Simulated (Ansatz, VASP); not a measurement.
## ScNb in VASP and in Ansatz

File INCAR:

```
ALGO = Normal
EDIFF = 1E-6
ENCUT = 500
GGA = RE
GGA_COMPAT = False
ISIF = 2
ISMEAR = 0
ISPIN = 2
LASPH = True
LCHARG = False
LMAXMIX = 4
LORBIT = 11
LREAL = False
LWAVE = False
MAGMOM = 0 0
NBANDS = 23
NELM = 200
PREC = Accurate
SIGMA = 0.1
```

File KPOINTS:

```
k-points
0
Gamma
  3 3 1
```

The input POSCAR:

```
ScNb
1.0
    3.0656443612      0.0000000000      0.0000000000
   -1.5328221806      2.6549258957      0.0000000000
    0.0000000000      0.0000000000      5.0721940000
Sc Nb
1 1
Direct
    0.0000000000      0.0000000000      0.0000000000
    0.3333333333      0.6666666667      0.5000000000
```

Input for Ansatz:

```yaml
crystal:
  lattice:
    - [3.0656443612, 0.0, 0.0]
    - [-1.5328221806, 2.6549258957, 0.0]
    - [0.0, 0.0, 5.072194]
  atoms:
    - { symbol: Sc, position: [0.0, 0.0, 0.0] }
    - { symbol: Nb, position: [0.3333333333, 0.6666666667, 0.5] }
basis:
  ecutwfc: "44 Ry"
kpoints:
  mp_grid: { grid: [3, 3, 1] }
hamiltonian:
  xc: revpbe
scf:
  occupations: { method: gaussian, width: 0.1 }
output:
  forces: true
  stress: true
  eigenvalues: true
magnetization:
  spin_polarized: true
```

Alike in both runs: task single point; functional revPBE; k mesh 3 × 3 × 1; occupations gaussian, width 0.1 eV; collinear spin.

```csv
,VASP,Ansatz
version,VASP 6.6.1,Ansatz 0.2.0
potentials or method,"VASP PAW PBE potentials, release 64 (Sc_sv, Nb_sv), cutoff 500 eV","scalar-relativistic, plane waves, PAW"
valence electrons in the cell,24,24
```

```csv
,VASP,Ansatz,Ansatz less VASP
pressure (GPa),0.3,0.4,+0.05
"traceless stress, the component that is largest in VASP (GPa)",-24.49,-24.51,-0.020
net moment per atom (μB),0.00,0.00,0.000
```

VASP's potentials were made for PBE, not for revPBE. Ansatz's warnings: no starting moments.

The k mesh is coarse, so the values compare programs but aren't converged.
